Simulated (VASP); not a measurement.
Runs of VASP 6.6.1 on BiPt3. The structure is that of space group Pm-3m (No. 221), or close to it. The cells are those of the table. 

```csv
cell,gap on the mesh (eV),pressure (GPa)
"a = 4.116 Å, 4 atoms",none,8.1
"a = 4.322 Å, 4 atoms",none,-12.6
"a = 4.255 Å, 4 atoms",none,(b)
"a = 4.079 Å, 4 atoms",none,13.9
"a = 4.221 Å, 4 atoms",none,-4.7
"a = 4.151 Å, 4 atoms",none,3.1
"a = 4.186 Å, 4 atoms",none,(a)
```

Alike in all rows: task single point; level PBE; potentials or basis VASP PAW PBE potentials, release 64 (Bi_d, Pt); no spin polarisation; k mesh 6 × 6 × 6; cutoff (eV) 520; smearing fermi-dirac 0.15 eV.

Question: Fill in the values left out.

Answer: (a) -1.1; (b) -7.8.

Caveats: spin-orbit coupling is left out, which moves the levels of the heavy elements.

A k mesh can miss the band edges, and the runs leave out spin-orbit coupling on Bi, Pt.

A gap of «none» marks levels without a gap at the run's occupations.
